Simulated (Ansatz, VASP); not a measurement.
# Two plane-wave programs on Re

File POSCAR:

```
Re
1.0
   -1.5881014022      1.5881014022      1.5881014022
    1.5881014022     -1.5881014022      1.5881014022
    1.5881014022      1.5881014022     -1.5881014022
Re
1
Direct
    0.0000000000      0.0000000000      0.0000000000
```

The input INCAR.step1:

```
SYSTEM = Re
PREC = Accurate
ENCUT = 660
ISMEAR = -1
SIGMA = 0.1
LREAL = .FALSE.
LASPH = .TRUE.
NELM = 120
NBANDS = 10
GGA = PE
ALGO = Normal
EDIFF = 1E-5
LWAVE = .TRUE.
LCHARG = .FALSE.
GGA_COMPAT = .FALSE.
```

Contents of INCAR.step2:

```
SYSTEM = Re
PREC = Accurate
ENCUT = 660
EDIFF = 1E-6
ISMEAR = -1
SIGMA = 0.1
LREAL = .FALSE.
LASPH = .TRUE.
NELM = 120
ALGO = Normal
ISIF = 2
LWAVE = .FALSE.
LCHARG = .FALSE.
METAGGA = R2SCAN
LMIXTAU = .TRUE.
NBANDS = 10
ISTART = 1
GGA_COMPAT = .FALSE.
```

File KPOINTS:

```
regular mesh
0
G
  16 16 16
  0 0 0
```

Input for Ansatz:

```yaml
crystal:
  lattice:
    - [-1.5881014022, 1.5881014022, 1.5881014022]
    - [1.5881014022, -1.5881014022, 1.5881014022]
    - [1.5881014022, 1.5881014022, -1.5881014022]
  atoms:
    - { symbol: Re, position: [0.0, 0.0, 0.0] }
hamiltonian:
  xc: r2scan
  pseudopotentials:
    kind: paw
    azcp:
      Re: "pseudopotentials/Re.paw.azcp"
basis:
  ecutwfc: 500
  fft_grid_basis: typed
kpoints:
  mp_grid: { grid: [16, 16, 16], shift: [0, 0, 0] }
magnetization:
  spin_polarized: false
scf:
  occupations: { method: fermi_dirac, width: 0.1 }
  lower_state_search: "off"
output:
  stress: true
  write_density: true
  write_potential: true
  elf: true
  volumetric_format: npy
```

Alike in both runs: task single point; functional r2SCAN; k mesh 16 × 16 × 16; occupations fermi-dirac, width 0.1 eV; no spin polarisation.

|  | VASP | Ansatz |
| --- | --- | --- |
| version | VASP 6.6.1 | Ansatz 0.2.0 |
| potentials or method | VASP PAW PBE potentials, release 64 (Re), cutoff 660 eV | plane waves (500 eV) with PAW, scalar-relativistic |
| valence electrons in the cell | 7 | 15 |

VASP gave:

| Quantity | Value |
| --- | --- |
| pressure (GPa) | -24.5 |

Q: Which values does Ansatz return?

A: Pressure (GPa): -24.3.

VASP's potentials were made for PBE, not for r2SCAN. The functional is the same, so the differences come from potentials, cutoffs and numerics. VASP's potentials hold 7 valence electrons a cell and Ansatz's 15, so a difference there can come from the potentials and not from the codes.

Neither program's run includes spin-orbit coupling.
